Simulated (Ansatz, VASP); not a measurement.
One calculation of WS2, two programs

INCAR

```
PREC = Accurate ; ENCUT = 520
EDIFF = 1E-6 ; ISMEAR = 0
SIGMA = 0.1 ; LREAL = F
LASPH = T ; NELM = 60
ALGO = Normal ; ISIF = 2
LWAVE = F ; LCHARG = F
GGA = PS ; NBANDS = 35
```

The input KPOINTS:

```
regular mesh
0
Gamma
  6 6 2
```

The input POSCAR:

```
WS2
1.0
    3.1800000000      0.0000000000      0.0000000000
   -1.5900000000      2.7539607840      0.0000000000
    0.0000000000      0.0000000000     12.5000000000
W S
2 4
Direct
    0.3333333333      0.6666666667      0.2500000000
    0.6666666667      0.3333333333      0.7500000000
    0.3333333333      0.6666666667      0.6250000000
    0.6666666667      0.3333333333      0.1250000000
    0.3333333333      0.6666666667      0.8750000000
    0.6666666667      0.3333333333      0.3750000000
```

Input for Ansatz:

```yaml
crystal:
  lattice:
    - [3.18, 0.0, 0.0]
    - [-1.59, 2.753960784, 0.0]
    - [0.0, 0.0, 12.5]
  atoms:
    - { symbol: W, position: [0.3333333333, 0.6666666667, 0.25] }
    - { symbol: W, position: [0.6666666667, 0.3333333333, 0.75] }
    - { symbol: S, position: [0.3333333333, 0.6666666667, 0.625] }
    - { symbol: S, position: [0.6666666667, 0.3333333333, 0.125] }
    - { symbol: S, position: [0.3333333333, 0.6666666667, 0.875] }
    - { symbol: S, position: [0.6666666667, 0.3333333333, 0.375] }
basis:
  ecutwfc: 420
kpoints:
  mp_grid: { grid: [6, 6, 2] }
hamiltonian:
  xc: pbesol
scf:
  occupations: { method: gaussian, width: 0.1 }
output:
  forces: true
  stress: true
  eigenvalues: true
```

Alike in both runs: task single point; functional PBEsol; k mesh 6 × 6 × 2; occupations gaussian, width 0.1 eV; no spin polarisation.

|  | VASP | Ansatz |
| --- | --- | --- |
| version | VASP 6.6.1 | Ansatz 0.2.0 |
| potentials or method | VASP PAW PBE potentials, release 64 (W_sv, S), cutoff 520 eV | scalar-relativistic, plane waves, PAW |
| valence electrons in the cell | 52 | 52 |

```csv
,VASP,Ansatz,Ansatz less VASP
gap on the k mesh at the Fermi level (eV),1.02,1.00,-0.016
least direct gap on the mesh (eV),1.73,1.72,-0.004
pressure (GPa),-2.6,-2.7,-0.11
"traceless stress, the component that is largest in VASP (GPa)",1.65,1.62,-0.029
rms of the force components (eV/Å),0.061,0.070,+0.0093
```

VASP's potentials were made for PBE, not for PBEsol. Atom by atom the forces differ by 0.009 eV/Å (rms over components). With one functional, cell and mesh, what is left measures potentials, basis and numerics.

Spin-orbit coupling is off throughout.
